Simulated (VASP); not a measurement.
A run of VASP 6.6.1:

Contents of POSCAR:

```
YAu
1.0
    3.5862936854      0.0000000000      0.0000000000
    0.0000000000      3.5862936854      0.0000000000
    0.0000000000      0.0000000000      3.5862936854
Y Au
1 1
Direct
    0.5000000000      0.5000000000      0.5000000000
    0.0000000000      0.0000000000      0.0000000000
```

File INCAR.step1:

```
SYSTEM = YAu
ALGO = Normal
EDIFF = 1E-4
ENCUT = 520
GGA = PE
ISMEAR = -1
LASPH = .TRUE.
LCHARG = .FALSE.
LREAL = .FALSE.
LWAVE = .TRUE.
NBANDS = 18
NELM = 100
PREC = Accurate
SIGMA = 0.1
```

File INCAR.step2:

```
SYSTEM = YAu
ALGO = Normal
EDIFF = 1E-6
ENCUT = 520
ISIF = 2
ISMEAR = -1
ISTART = 1
LASPH = .TRUE.
LCHARG = .FALSE.
LMIXTAU = .TRUE.
LREAL = .FALSE.
LWAVE = .FALSE.
METAGGA = R2SCAN
NBANDS = 18
NELM = 100
PREC = Accurate
SIGMA = 0.1
```

KPOINTS

```
k-points
0
G
  9 9 9
  0 0 0
```

Potentials or basis: VASP PAW PBE potentials, release 64 (Y_sv, Au).

Run with:

```console
$ cat potpaw_PBE.64/Y_sv/POTCAR potpaw_PBE.64/Au/POTCAR > POTCAR
$ cp INCAR.step1 INCAR
$ mpirun -np 1 vasp_std > vasp.out
$ cp INCAR.step2 INCAR
$ mpirun -np 1 vasp_std > vasp.out
```

Hardware: 1 thread of Intel(R) Xeon(R) 6975P-C (Granite Rapids) (shared host).

**Question.** Estimate the wall time of this run.

**Answer.** Wall time 48 s on 1 thread of Intel(R) Xeon(R) 6975P-C (Granite Rapids) (shared host), peak memory 0.2 GiB. Counts: k points 35.
